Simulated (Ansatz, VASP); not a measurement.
**C: VASP beside Ansatz**

```
C
1.0
     2.46565    0.00000    0.00000
    -1.23283    2.13532    0.00000
     0.00000    0.00000   17.50007
C
4
Direct
  0.66667 0.33333 0.25714
  0.33333 0.66667 0.25714
  0.66667 0.50000 0.46343
  0.33333 0.83333 0.46343
```

Alike in both runs: task single point; functional PBE; dispersion D3(BJ); k mesh 15 × 15 × 1; occupations gaussian, width 0.1 eV; no spin polarisation.

|  | VASP | Ansatz |
| --- | --- | --- |
| version | VASP 6.6.1 | Ansatz 0.2.0 |
| potentials or method | VASP PAW PBE potentials, release 64 (C), cutoff 520 eV | scalar-relativistic, plane waves, PAW |
| valence electrons in the cell | 16 | 16 |

|  | VASP | Ansatz | Ansatz less VASP |
| --- | --- | --- | --- |
| gap on the k mesh at the Fermi level (eV) | 0.38 | 0.38 | 0.000 |
| least direct gap on the mesh (eV) | 0.38 | 0.38 | 0.000 |
| rms of the force components (eV/Å) | 0.006 | 0.006 | 0.0000 |

Atom by atom the forces differ by 0.000 eV/Å (rms over components). Ansatz's warnings: structure snapped to symmetry.
